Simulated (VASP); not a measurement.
# SrAlO (P4/mmm) in VASP: relaxation of cell and atoms with PBE

Aim: the relaxation of cell and atoms of SrAlO with PBE.

Program: VASP 6.6.1. These are calculated values, not measurements. Logs are shortened: lines on timing, memory, paths and dates and some standing lists are left out, and cuts for length are marked.

## Step 1: The cell of the first run

Symmetry: P4/mmm, No. 123, tetragonal system. Conventional cell: a = 3.736 Å, b = 3.736 Å, c = 3.993 Å, α = 90.00°, β = 90.00°, γ = 90.00°. Within 3.5 Å of Sr (site symmetry 4/mmm) lie 4 O at 2.64 Å and 8 Al at 3.31 Å. Within 2.6 Å of Al (site symmetry 4/mmm) lie 2 O at 2.00 Å. O (site symmetry 4/mmm) has 2 Al at 2.00 Å and 4 Sr at 2.64 Å within 2.7 Å.

The cell was generated, and may not be a known phase.

## Step 2: Relaxation of cell and atoms, PBE

INCAR reads:

```
SYSTEM = SrAlO
  PREC = Accurate
  ENCUT = 600
  EDIFF = 1E-7
  ISMEAR = 0
  SIGMA = 0.1
  LREAL = .FALSE.
  LASPH = .TRUE.
  NELM = 60
  ALGO = Normal
  ISIF = 3
  LWAVE = .FALSE.
  LCHARG = .FALSE.
  GGA = PE
  IBRION = 2
  NSW = 100
  EDIFFG = -0.01
```

KPOINTS reads:

```
Automatic mesh
0
G
  12 12 12
  0 0 0
```

POSCAR reads:

```
SrAlO
1.0
    3.7363912199      0.0000000000      0.0000000000
    0.0000000000      3.7363912199      0.0000000000
    0.0000000000      0.0000000000      3.9930328241
Sr Al O
1 1 1
Direct
    0.0000000000      0.0000000000      0.0000000000
    0.5000000000      0.5000000000      0.5000000000
    0.5000000000      0.5000000000      0.0000000000
```

Potentials or basis: VASP PAW PBE potentials, release 64 (Sr_sv, Al, O).

Started as:

```console
> cat potpaw_PBE.64/Sr_sv/POTCAR potpaw_PBE.64/Al/POTCAR potpaw_PBE.64/O/POTCAR > POTCAR
> mpirun -np 1 vasp_std > vasp.out
```

OUTCAR:

```text
SYSTEM = SrAlO
   PREC = Accurate
   ENCUT = 600
   EDIFF = 1E-7
   ISMEAR = 0
   LREAL = .FALSE.
   LASPH = .TRUE.
   NELM = 60
   ISIF = 3
   GGA = PE
   IBRION = 2
   NSW = 100
   EDIFFG = -0.01

 ion  position               nearest neighbor table
   1  0.000  0.000  0.000-   3 2.64   3 2.64   3 2.64   3 2.64   2 3.31   2 3.31   2 3.31   2 3.31
                             2 3.31   2 3.31   2 3.31   2 3.31
   2  0.500  0.500  0.500-   3 2.00   3 2.00   1 3.31   1 3.31   1 3.31   1 3.31   1 3.31   1 3.31
                             1 3.31   1 3.31
   3  0.500  0.500  0.000-   2 2.00   2 2.00   1 2.64   1 2.64   1 2.64   1 2.64

  LATTYP: Found a simple tetragonal cell.
 ALAT       =     3.7363912199
 C/A-ratio  =     1.0686870269

  Lattice vectors:

 A1 = (   3.7363912199,   0.0000000000,   0.0000000000)
 A2 = (   0.0000000000,   3.7363912199,   0.0000000000)
 A3 = (   0.0000000000,   0.0000000000,   3.9930328241)

Analysis of symmetry for initial positions (statically):
=====================================================================
 Subroutine PRICEL returns:
 Original cell was already a primitive cell.

 Routine SETGRP: Setting up the symmetry group for a
 simple tetragonal supercell.

 Subroutine GETGRP returns: Found 16 space group operations
 (whereof 16 operations were pure point group operations)
 out of a pool of 16 trial point group operations.

The static configuration has the point symmetry D_4h.

Analysis of symmetry for dynamics (positions and initial velocities):
=====================================================================
 Subroutine PRICEL returns:
 Original cell was already a primitive cell.

 Routine SETGRP: Setting up the symmetry group for a
 simple tetragonal supercell.

 Subroutine GETGRP returns: Found 16 space group operations
 (whereof 16 operations were pure point group operations)
 out of a pool of 16 trial point group operations.

The dynamic configuration has the point symmetry D_4h.

 Subroutine INISYM returns: Found 16 space group operations
 (whereof 16 operations are pure point group operations),
 and found     1 'primitive' translations

----------------------------------------------------------------------------------------

                                     Primitive cell

  volume of cell :      55.7452

  direct lattice vectors                    reciprocal lattice vectors
     3.736391220  0.000000000  0.000000000     0.267637927  0.000000000  0.000000000
     0.000000000  3.736391220  0.000000000     0.000000000  0.267637927  0.000000000
     0.000000000  0.000000000  3.993032824     0.000000000  0.000000000  0.250436208

  length of vectors
     3.736391220  3.736391220  3.993032824     0.267637927  0.267637927  0.250436208

  position of ions in fractional coordinates (direct lattice)
     0.000000000  0.000000000  0.000000000
     0.500000000  0.500000000  0.500000000
     0.500000000  0.500000000  0.000000000

  ion indices of the primitive-cell ions
   primitive index   ion index
                 1           1
                 2           2
                 3           3

----------------------------------------------------------------------------------------

 KPOINTS: Automatic mesh

Automatic generation of k-mesh.
 Grid dimensions read from file:
 generate k-points for:   12   12   12

 Generating k-lattice:

  Cartesian coordinates                     Fractional coordinates (reciprocal lattice)
     0.022303161  0.000000000  0.000000000     0.083333333  0.000000000  0.000000000
     0.000000000  0.022303161  0.000000000     0.000000000  0.083333333  0.000000000
     0.000000000  0.000000000  0.020869684     0.000000000  0.000000000  0.083333333

  Length of vectors
     0.022303161  0.022303161  0.020869684

  Shift w.r.t. Gamma in fractional coordinates (k-lattice)
     0.000000000  0.000000000  0.000000000

 Subroutine IBZKPT returns following result:
 ===========================================

 Found    196 irreducible k-points:

 Following reciprocal coordinates:
            Coordinates               Weight
  0.000000  0.000000  0.000000      1.000000
  0.083333  0.000000  0.000000      4.000000
  0.166667  0.000000  0.000000      4.000000
  0.250000  0.000000  0.000000      4.000000
  0.333333  0.000000  0.000000      4.000000
  0.416667  0.000000  0.000000      4.000000
[... 16 lines left out ...]
  0.333333  0.333333  0.000000      4.000000
  0.416667  0.333333  0.000000      8.000000
 [... further k-points ...]
   k-points           NKPTS =    196   k-points in BZ     NKDIM =    196   number of bands    NBANDS=     13
   number of dos      NEDOS =    301   number of ions     NIONS =      3
   total plane-waves  NPLWV =  28800
   dimension x,y,z NGX =    30 NGY =   30 NGZ =   32
   dimension x,y,z NGXF=    60 NGYF=   60 NGZF=   64
   ions per type =               1   1   1
   NGX,Y,Z   is equivalent  to a cutoff of  13.35, 13.35, 13.32 a.u.
   NGXF,Y,Z  is equivalent  to a cutoff of  26.70, 26.70, 26.65 a.u.
 SYSTEM =  SrAlO
   PREC   = accura    normal or accurate (medium, high low for compatibility)
   ISTART =      0    job   : 0-new  1-cont  2-samecut
   ICHARG =      2    charge: 1-file 2-atom 10-const
   ISPIN  =      1    spin polarized calculation?
   LNONCOLLINEAR =      F non collinear calculations
   LSORBIT =      F    spin-orbit coupling
   LASPH  =      T    aspherical Exc in radial PAW
   ENCUT  =  600.0 eV  44.10 Ry    6.64 a.u.   7.46  7.46  7.98*2*pi/ulx,y,z
   NELM   =     60;   NELMIN=  2; NELMDL= -5     # of ELM steps
   EDIFF  = 0.1E-06   stopping-criterion for ELM
   LREAL  =      F    real-space projection
   EDIFFG = -.1E-01   stopping-criterion for IOM
   NSW    =    100    number of steps for IOM
   IBRION =      2    ionic relax: 0-MD 1-quasi-New 2-CG
   NFREE  =      1    steps in history (QN), initial steepest desc. (CG)
   ISIF   =      3    stress and relaxation
   ISYM   =      2    0-nonsym 1-usesym 2-fastsym
   POTIM  = 0.5000    time-step for ionic-motion
   TEBEG  =    0.0;   TEEND  =   0.0 temperature during run
   PSTRESS=    0.0 pullay stress
   NELECT =      19.0000    total number of electrons
   NUPDOWN=      -1.0000    fix difference up-down
   EMIN   =  10.00;   EMAX   =-10.00  energy-range for DOS
   EFERMI =   0.00;   METHOD = LEGACY
   ISMEAR =     0;   SIGMA  =   0.10  broadening in eV -4-tet -1-fermi 0-gaus
   EFERMI_NEDOS =   21; number of points for ismear=-14 and -15
   IALGO  =     38    algorithm
   IMIX   =      4    mixing-type and parameters
     AMIX     =   0.40;   BMIX     =  1.00
     AMIX_MAG =   1.60;   BMIX_MAG =  1.00
  volume/ion in A,a.u.               =      18.58       125.40
  Fermi-wavevector in a.u.,A,eV,Ry     =   1.143554  2.161005 17.792567  1.307717
  Thomas-Fermi vector in A             =   2.280249
   LORBIT       =      0    0 simple, 1 ext, 2 COOP (PROOUT), +10 PAW based schemes
   GGA     = PE    functional components
   LHFCALC =     F    Hartree Fock is set to
   AEXX    =    0.0000 exact exchange contribution
   IVDW    =     0    specifies the selected vdW correction
   LEPSILON=     F    determine dielectric tensor
   LRPA    =     F    only Hartree local field effects (RPA)
 conjugate gradient relaxation of ions
 non-spin polarized calculation
 Gauss-broadening in eV      SIGMA  =   0.10
  energy-cutoff  :      600.00
  volume of cell :       55.75
 maximum number of plane-waves:      1904
 NGX is ok and might be reduce to    30
   NGX = 15   NGY = 15   NGZ = 15

--------------------------------------- Ionic step        1  -------------------------------------------

 number of electron      18.9999999 magnetization

 Free energy of the ion-electron system (eV)
  ---------------------------------------------------
  ext. energy  EPLUGINS =         0.00000000
  ---------------------------------------------------
  free energy    TOTEN  =       -15.05577856 eV

  energy without entropy =      -15.05114542  energy(sigma->0) =      -15.05346199

------------------------ aborting loop because EDIFF is reached ----------------------------------------

  FORCE on cell =-STRESS in cart. coord.  units (eV):
  Direction    XX          YY          ZZ          XY          YZ          ZX
  --------------------------------------------------------------------------------------
  -------------------------------------------------------------------------------------
  Total        0.1688323      0.1688323      0.1793436      0.0000000      0.0000000      0.0000000
  in kB        4.8524231      4.8524231      5.1545294      0.0000000      0.0000000      0.0000000
  external PRESSURE =       4.9531252 kB  Pullay stress =       0.0000000 kB
[... 59 lines left out ...]
  energy  without entropy=      -15.0516406126  energy(sigma->0) =      -15.05402281

--------------------------------------- Ionic step        3  -------------------------------------------

 number of electron      19.0000000 magnetization

 Free energy of the ion-electron system (eV)
  ---------------------------------------------------
  ext. energy  EPLUGINS =         0.00000000
  ---------------------------------------------------
  free energy    TOTEN  =       -15.05641523 eV

  energy without entropy =      -15.05166574  energy(sigma->0) =      -15.05404048

 E-fermi :   4.5962     XC(G=0):  -9.7274

 val. band max:        4.5731428198   @ k =   0.2500   0.1667   0.5000
 cond. band min:       4.5975413283   @ k =   0.3333   0.0833   0.3333
 fundamental gap:      0.0243985085
 Fermi energy:         4.5962219590

 k-point     1 :       0.0000    0.0000    0.0000
  band No.  band energies     occupation
      1     -30.3565      2.00000
      2     -14.3920      2.00000
      3     -12.3546      2.00000
      4     -12.3198      2.00000
      5     -12.3198      2.00000
      6      -1.1662      2.00000
      7      -0.1924      2.00000
      8       0.7700      2.00000
      9       0.7700      2.00000
     10       5.5895      0.00000
     11       8.2796      0.00000
     12       9.4526      0.00000
     13       9.4526      0.00000
[... 353 lines left out ...]
 k-point    24 :       0.4167    0.3333    0.0000
  band No.  band energies     occupation
      1     -30.3015      2.00000
      2     -14.5794      2.00000
      3     -12.6267      2.00000
      4     -12.3608      2.00000
      5     -12.2684      2.00000
      6      -1.1106      2.00000
      7      -0.0993      2.00000
      8       0.3199      2.00000
      9       2.9267      2.00000
     10       4.8320      0.00086
     11       6.3543      0.00000
     12       7.8381      0.00000
     13       7.9807      0.00000

 [... further k-points ...]

------------------------ aborting loop because EDIFF is reached ----------------------------------------

  FORCE on cell =-STRESS in cart. coord.  units (eV):
  Direction    XX          YY          ZZ          XY          YZ          ZX
  --------------------------------------------------------------------------------------
  -------------------------------------------------------------------------------------
  Total        0.0140967      0.0140967     -0.0282611      0.0000000      0.0000000      0.0000000
  in kB        0.4021730      0.4021730     -0.8062763      0.0000000      0.0000000      0.0000000
  external PRESSURE =      -0.0006434 kB  Pullay stress =       0.0000000 kB
[... 18 lines left out ...]
  FREE ENERGIE OF THE ION-ELECTRON SYSTEM (eV)
  ---------------------------------------------------
  free  energy   TOTEN  =       -15.0564152267 eV

  energy  without entropy=      -15.0516657377  energy(sigma->0) =      -15.05404048

 reached required accuracy - stopping structural energy minimisation
```

Run time: 5.4 min. Hardware: 1 thread of Intel Xeon Platinum 8259CL at 2.50GHz (Skylake/Cascade Lake), shared host; peak memory 0.35 GiB.

What came out:

| Item | Value |
| --- | --- |
| Free energy | -15.0564 eV |
| Relaxed volume | 18.72 Å³/atom |
| Relaxed cell | a = 3.745 Å, b = 3.745 Å, c = 4.003 Å, α = 90.00°, β = 90.00°, γ = 90.00° |
| Space group after relaxing (to 0.1 Å) | P4/mmm (No. 123) |
| Energy gained by relaxing | 0.2 meV/atom |
| Ionic steps | 3 |
| Pressure after relaxing | 0.0 GPa |
| Band gap on the k mesh | zero (an odd number of electrons rules out a gap without spin polarisation) |

Stress tensor (GPa, compression positive):
```
 0.04  0.00  0.00
 0.00  0.04  0.00
 0.00  0.00 -0.08
```

The path:
```csv
step,energy change (eV),largest force (eV/Å),pressure (GPa),volume (Å³)
1,0.0000,0.0000,0.50,55.75
2,-0.0006,0.0000,-0.06,56.21
3,-0.0006,0.0000,0.00,56.16
```

Final structure:
```
Sr Al O
1.0
     3.74542    0.00000    0.00000
     0.00000    3.74542    0.00000
     0.00000    0.00000    4.00328
Sr Al O
1 1 1
Cartesian
  0.0000 0.0000 0.0000
  1.8727 1.8727 2.0016
  1.8727 1.8727 0.0000
```

Levels at points of the mesh, in eV from the Fermi level:
```csv
k point,band 5,band 6,band 7,band 8,band 9,band 10,band 11,band 12,band 13
"(0.00, 0.00, 0.00)",-16.92,-5.76,-4.79,-3.83,-3.83,0.99,3.68,4.86,4.86
"(0.50, 0.00, 0.00)",-16.41,-5.86,-5.55,-4.60,-2.42,-1.08,4.30,4.42,5.53
"(0.50, 0.50, 0.00)",-16.85,-5.64,-4.25,-4.25,-0.59,0.87,1.11,1.11,3.09
"(0.00, 0.00, 0.50)",-16.89,-7.46,-3.70,-3.70,-0.99,1.98,1.98,2.02,2.23
"(0.50, 0.00, 0.50)",-16.38,-7.44,-5.01,-4.45,-0.88,-0.37,4.00,4.54,4.61
"(0.50, 0.50, 0.50)",-17.06,-6.83,-3.91,-3.91,-1.61,-1.61,2.58,4.03,4.86
```

The gap in the log of VASP goes by the Fermi energy; the results here count the filled bands.